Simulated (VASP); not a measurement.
Wanted: the native input for a VASP 6.6.1 run.

| Property | Result |
| --- | --- |
| Task | single point |
| Functional | PBE |
| Potentials or basis | VASP PAW PBE potentials, release 64 (Hf_pv, O) |
| Cutoff | 520 eV |
| k mesh | 6 × 6 × 8 |
| Occupations | gaussian, width 0.011 eV |
| Spin | no spin polarisation |
| Dipole correction | no |
| Further INCAR settings | ALGO = Normal; EDIFF = 1e-07; NBANDS = 31 |

The structure of HfO2 lies in POSCAR:

```
HfO2
1.0
    4.8135329900      0.0000000000      0.0000000000
    0.0000000000      4.8135329900      0.0000000000
    0.0000000000      0.0000000000      3.2054154100
Hf O
2 4
Direct
    0.5000000000      0.5000000000      0.5000000000
    0.0000000000      0.0000000000      0.0000000000
    0.8050448800      0.1949551200      0.5000000000
    0.6949551200      0.6949551200      0.0000000000
    0.3050448800      0.3050448800      0.0000000000
    0.1949551200      0.8050448800      0.5000000000
```

One way to write it, as run:

INCAR

```
SYSTEM = HfO2
PREC = Accurate
ENCUT = 520
EDIFF = 1E-7
ISMEAR = 0
SIGMA = 0.011
LREAL = .False.
LASPH = .True.
NELM = 100
ALGO = Normal
ISIF = 2
LWAVE = .False.
LCHARG = .False.
GGA = PE
NBANDS = 31
```

KPOINTS

```
regular mesh
0
Gamma
  6 6 8
  0 0 0
```

Potentials or basis: VASP PAW PBE potentials, release 64 (Hf_pv, O).

The run is started by

```console
$ cat potpaw_PBE.64/Hf_pv/POTCAR potpaw_PBE.64/O/POTCAR > POTCAR
$ mpirun -np 1 vasp_std > vasp.out
```

Results of the run:

```json
{
  "Pressure": "5.6 GPa",
  "Largest force": "0.029 eV/Å",
  "Band gap on the k mesh": "3.98 eV, direct"
}
```

Caveat: spin-orbit coupling is left out, which moves the levels of the heavy elements.

It took 70 s on 1 thread of Intel(R) Xeon(R) Platinum 8375C CPU @ 2.90GHz (Ice Lake) (shared host), peak memory 0.24 GiB.
